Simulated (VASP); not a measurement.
Sr, 3 atoms in the cell. The structure is cubic, space group Fm-3m (No. 225). Conventional cell: a = 8.697 Å, b = 8.697 Å, c = 8.697 Å, α = 90.00°, β = 90.00°, γ = 90.00°. Sr (site symmetry -43m) has 10 Sr at 3.77 to 4.35 Å within 4.9 Å. Sr (site symmetry m-3m) has 8 Sr at 3.77 Å within 4.9 Å. The cell was generated, and may not be a known phase.

```yaml
Program: VASP 6.6.1
Task: single point
Functional: PBE
Potentials_or_basis: VASP PAW PBE potentials, release 64 (Sr_sv)
Cutoff: 520 eV
k_mesh: 4 × 4 × 4
Occupations: gaussian, width 0.1 eV
Spin: no spin polarisation
Dipole_correction: no
Further_INCAR_settings: ALGO = Fast; EDIFF = 1e-07; NBANDS = 22
```

Potentials or basis: VASP PAW PBE potentials, release 64 (Sr_sv).

Command:

```console
$ cat potpaw_PBE.64/Sr_sv/POTCAR > POTCAR
$ mpirun -np 1 vasp_std > vasp.out
```

Hardware: 1 thread of AMD EPYC 9R45 96-Core Processor (Zen 5), with other jobs on the host.

Problem. How long does it take, and how much memory?

Solution. Run time: 41 s on 1 thread of AMD EPYC 9R45 96-Core Processor (Zen 5), on a shared host, peak memory 0.27 GiB. Counts: scf iterations 18, k points 8.
